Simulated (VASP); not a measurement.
Write the native input for VASP 6.6.1 that does the following.

```yaml
Task: single point
Functional: PBEsol
Potentials_or_basis: VASP PAW PBE potentials, release 64 (Tl_d, Pt)
Cutoff: 520 eV
k_mesh: 6 × 6 × 10
Occupations: gaussian, width 0.1 eV
Spin: no spin polarisation
Dipole_correction: no
Further_INCAR_settings: ALGO = Fast; EDIFF = 1e-06; NBANDS = 44
```

The structure of TlPt lies in POSCAR:

```
TlPt
1.0
    6.1442012198      0.0000000000      0.0000000000
   -3.0721006099      5.3210343423      0.0000000000
    0.0000000000      0.0000000000      4.0926830196
Tl Pt
3 3
Direct
    0.0000000000      0.5000000000      0.0000000000
    0.5000000000      0.0000000000      0.0000000000
    0.5000000000      0.5000000000      0.0000000000
    0.0000000000      0.0000000000      0.0000000000
    0.6666666667      0.3333333333      0.5000000000
    0.3333333333      0.6666666667      0.5000000000
```

These files were run (other wordings do the same):

INCAR

```
  PREC = Accurate
  ENCUT = 520
  EDIFF = 1E-6
  ISMEAR = 0
  SIGMA = 0.1
  LREAL = F
  LASPH = T
  NELM = 100
  ALGO = Fast
  ISIF = 2
  LWAVE = F
  LCHARG = T
  GGA = PS
  LELF = T
  LVHAR = T
  NBANDS = 44
```

KPOINTS

```
Automatic mesh
0
Gamma
  6 6 10
```

Potentials or basis: VASP PAW PBE potentials, release 64 (Tl_d, Pt).

The run is started by

```sh
$ cat potpaw_PBE.64/Tl_d/POTCAR potpaw_PBE.64/Pt/POTCAR > POTCAR
$ mpirun -np 1 vasp_std > vasp.out
```

Results of the run:

The pressure is 2.4 GPa and the band gap on the k mesh is zero (an odd number of electrons rules out a gap without spin polarisation).

Caveat: the PAW data sets were made with another functional, which shifts forces and pressure a little; spin-orbit coupling is left out, which moves the levels of the heavy elements.

Run time: 5.6 min on 1 thread of Oxide Virtual Turin-like Processor, on a shared host, peak memory 0.33 GiB.
